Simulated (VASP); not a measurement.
Wanted: the native input for a VASP 6.6.1 run.

```
Task                            : G0W0 quasiparticle levels
Functional                      : PBEsol
Potentials or basis             : VASP PAW PBE potentials, release 64 (Si_GW)
Cutoff                          : 500 eV
k mesh                          : 4 × 4 × 4
Occupations                     : gaussian, width 0.01 eV
Spin                            : no spin polarisation
Dipole correction               : no
GW scheme                       : G0W0
GW iterations                   : 1
Cutoff of the response function : 100
Frequency points                : 48
Empty bands                     : 92
Further INCAR settings          : ALGO = EVGW0; EDIFF = 1e-08; NBANDS = 96
```

Si:

```xyz
2
Lattice="-0.0205 2.7235 2.7440 2.7235 -0.0205 2.7440 2.7030 2.7030 0.0000" Properties=species:S:1:pos:R:3 pbc="T T T"
Si    0.0000    0.0000   -0.0052
Si    1.3515    1.3515    1.3772
```

The input as run:

POSCAR

```
Si
1.0
   -0.0205123920      2.7234863426      2.7439987347
    2.7234863426     -0.0205123920      2.7439987347
    2.7029739506      2.7029739506      0.0000000000
Si
2
Direct
   -0.0009535334     -0.0009535334      0.0009535334
    0.2509535334      0.2509535334      0.2490464666
```

INCAR.step1

```
ALGO = Normal
EDIFF = 1E-8
ENCUT = 500
GGA = PS
ISMEAR = 0
LASPH = T
LCHARG = F
LREAL = F
LWAVE = T
NELM = 100
PREC = Accurate
SIGMA = 0.01
```

INCAR.step2

```
ALGO = Exact
EDIFF = 1E-8
ENCUT = 500
GGA = PS
ISMEAR = 0
ISTART = 1
LASPH = T
LCHARG = F
LOPTICS = T
LREAL = F
LWAVE = T
NBANDS = 96
NELM = 1
PREC = Accurate
SIGMA = 0.01
```

INCAR.step3

```
ALGO = EVGW0
EDIFF = 1E-8
ENCUT = 500
ENCUTGW = 100.0
GGA = PS
ISMEAR = 0
ISTART = 1
LASPH = T
LCHARG = F
LREAL = F
LWAVE = F
NBANDS = 96
NBANDSGW = 12
NELMGW = 1
NOMEGA = 48
PREC = Accurate
PRECFOCK = Fast
SIGMA = 0.01
```

KPOINTS

```
k-points
0
Gamma
  4 4 4
```

Potentials or basis: VASP PAW PBE potentials, release 64 (Si_GW).

Run with:

```console
$ cat potpaw_PBE.64/Si_GW/POTCAR > POTCAR
$ cp INCAR.step1 INCAR
$ mpirun -np 1 vasp_std > vasp.out
$ cp INCAR.step2 INCAR
$ mpirun -np 1 vasp_std > vasp.out
$ cp INCAR.step3 INCAR
$ mpirun -np 1 vasp_std > vasp.out
```

Results of the run:

| Property | Result |
| --- | --- |
| Quasiparticle gap | 0.95 eV |
| Least direct quasiparticle gap | 2.92 eV |
| Band gap of the starting levels on the mesh | 0.44 eV |
| Least direct gap of the starting levels on the mesh | 2.31 eV |

Caveat: the k points lie up to 0.50 Å⁻¹ apart; bands, screening cutoff and mesh are small and nothing is extrapolated, so the quasiparticle values aren't converged.

Run time: 6.6 min on 1 thread of AMD EPYC 7R13, with other jobs on the host, peak memory 0.53 GiB.
